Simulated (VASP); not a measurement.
**Rb2Cd: single point with PBE**

Crystal: Rb2Cd.

```
Rb Cd
1.0
     0.00000    4.74546    4.74546
     4.74546    0.00000    4.74546
     4.74546    4.74546    0.00000
Rb Cd
4 2
Direct
  0.62500 0.62500 0.62500
  0.12500 0.62500 0.62500
  0.62500 0.62500 0.12500
  0.62500 0.12500 0.62500
  0.00000 0.00000 0.00000
  0.25000 0.25000 0.25000
```

| Quantity | Value |
| --- | --- |
| Program | VASP 6.6.1 |
| Task | single point |
| Functional | PBE |
| Potentials or basis | VASP PAW PBE potentials, release 64 (Rb_sv, Cd) |
| Cutoff | 520 eV |
| k mesh | 4 × 4 × 4 |
| Occupations | gaussian, width 0.1 eV |
| Spin | no spin polarisation |
| Dipole correction | no |
| Further INCAR settings | ALGO = Fast; EDIFF = 1e-06; NBANDS = 39 |

The pressure is 4.5 GPa. The band gap on the k mesh is zero (bands 30 and 31 overlap by 0.64 eV).

Levels at points of the mesh, in eV from the Fermi level:
| k point | band 28 | band 29 | band 30 | band 31 | band 32 | band 33 |
| --- | --- | --- | --- | --- | --- | --- |
| (0.00, 0.00, 0.00) | -1.49 | -0.91 | -0.46 | -0.46 | -0.46 | 1.10 |
| (0.50, 0.00, 0.00) | -3.12 | -0.92 | 0.18 | 0.18 | 0.62 | 1.11 |
| (0.50, 0.50, 0.00) | -3.33 | -0.22 | -0.22 | 0.27 | 0.27 | 1.39 |

It took 2.4 min on 1 thread of Oxide Virtual Turin-like Processor, on a shared host, peak memory 0.33 GiB.

Caveat: the cell stands under pressure.
